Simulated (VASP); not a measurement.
A run of VASP 6.6.1 is set up as follows.

File INCAR:

```
  PREC = Accurate
  ENCUT = 520
  EDIFF = 1E-7
  ISMEAR = 0
  SIGMA = 0.011
  LREAL = F
  LASPH = T
  NELM = 80
  ALGO = Normal
  ISIF = 2
  LWAVE = F
  LCHARG = F
  GGA = PE
  NBANDS = 18
```

File KPOINTS:

```
regular mesh
0
Gamma
  8 8 5
```

File POSCAR:

```
PtSe2
1.0
    3.7240000000      0.0000000000      0.0000000000
   -1.8620000000      3.2250786037      0.0000000000
    0.0000000000      0.0000000000      5.0620000000
Pt Se
1 2
Direct
    0.0000000000      0.0000000000      0.0000000000
    0.6666666667      0.3333333333      0.7500000000
    0.3333333333      0.6666666667      0.2500000000
```

Potentials or basis: VASP PAW PBE potentials, release 64 (Pt, Se).

The run is started by

```console
$ cat potpaw_PBE.64/Pt/POTCAR potpaw_PBE.64/Se/POTCAR > POTCAR
$ mpirun -np 1 vasp_std > vasp.out
```

Estimate the largest force.

0.575 eV/Å.

Predict the band gap on the k mesh.

zero (band 11 reaches 6.95 eV, above the bottom of band 12 at 6.65 eV).

Predict the pressure.

7.3 GPa.

Forces on the atoms (eV/Å):
```
Pt   0.000  0.000  0.000
Se   0.000  0.000 -0.575
Se   0.000  0.000  0.575
```

Caveat: spin-orbit coupling is left out, which moves the levels of the heavy elements.
